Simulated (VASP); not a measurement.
Wanted: the native input for a VASP 6.6.1 run.

- Task: single point
- Functional: r2SCAN
- Dispersion: D3(BJ)
- Potentials or basis: VASP PAW PBE potentials, release 64 (Si, S)
- Cutoff: 550 eV
- k mesh: 6 × 6 × 6
- Occupations: gaussian, width 0.05 eV
- Spin: no spin polarisation
- Dipole correction: no
- Further INCAR settings: ALGO = Normal; EDIFF = 1e-06; NBANDS = 25

SiS2:

```
Si S
1.0
    -2.77142    4.87656    2.75946
     2.77142   -4.87656    2.75946
     2.77142    4.87656   -2.75946
Si S
2 4
Direct
  0.75000 0.75000 0.00000
  0.25000 0.25000 0.00000
  0.88362 0.79108 0.67470
  0.11638 0.20892 0.32530
  0.38362 0.70892 0.09253
  0.61638 0.29108 0.90747
```

The input as run:

POSCAR

```
SiS2
1.0
   -2.7714231724      4.8765576581      2.7594551382
    2.7714231724     -4.8765576581      2.7594551382
    2.7714231724      4.8765576581     -2.7594551382
Si S
2 4
Direct
    0.7500000000      0.7500000000      0.0000000000
    0.2500000000      0.2500000000      0.0000000000
    0.8836150158      0.7910812656      0.6746962814
    0.1163849842      0.2089187344      0.3253037186
    0.3836150158      0.7089187344      0.0925337502
    0.6163849842      0.2910812656      0.9074662498
```

INCAR.step1

```
SYSTEM = SiS2
PREC = Accurate
ENCUT = 550
ISMEAR = 0
SIGMA = 0.05
LREAL = .FALSE.
LASPH = .TRUE.
NELM = 120
NBANDS = 25
GGA = PE
ALGO = Normal
EDIFF = 1E-5
LWAVE = .TRUE.
LCHARG = .FALSE.
GGA_COMPAT = .FALSE.
```

INCAR.step2

```
SYSTEM = SiS2
PREC = Accurate
ENCUT = 550
EDIFF = 1E-6
ISMEAR = 0
SIGMA = 0.05
LREAL = .FALSE.
LASPH = .TRUE.
NELM = 120
ALGO = Normal
ISIF = 2
LWAVE = .FALSE.
LCHARG = .FALSE.
METAGGA = R2SCAN
LMIXTAU = .TRUE.
IVDW = 12
VDW_S6 = 1.0
VDW_S8 = 0.78981345
VDW_A1 = 0.49484001
VDW_A2 = 5.73083694
NBANDS = 25
ISTART = 1
GGA_COMPAT = .FALSE.
```

KPOINTS

```
Automatic mesh
0
G
  6 6 6
  0 0 0
```

Potentials or basis: VASP PAW PBE potentials, release 64 (Si, S).

The run is started by

```console
$ cat potpaw_PBE.64/Si/POTCAR potpaw_PBE.64/S/POTCAR > POTCAR
$ cp INCAR.step1 INCAR
$ mpirun -np 1 vasp_std > vasp.out
$ cp INCAR.step2 INCAR
$ mpirun -np 1 vasp_std > vasp.out
```

Results of the run:

| Quantity | Value |
| --- | --- |
| Pressure | -0.2 GPa |
| Largest force | 0.017 eV/Å |
| Band gap on the k mesh | 3.27 eV (least direct gap 3.56 eV) |
| Dispersion energy per atom | -0.114 eV |

Caveat: three body term missing; the PAW data sets were made with another functional, which shifts forces and pressure a little.

Run time: 33 min on 1 thread of Oxide Virtual Turin-like Processor, with other jobs on the host, peak memory 0.41 GiB.
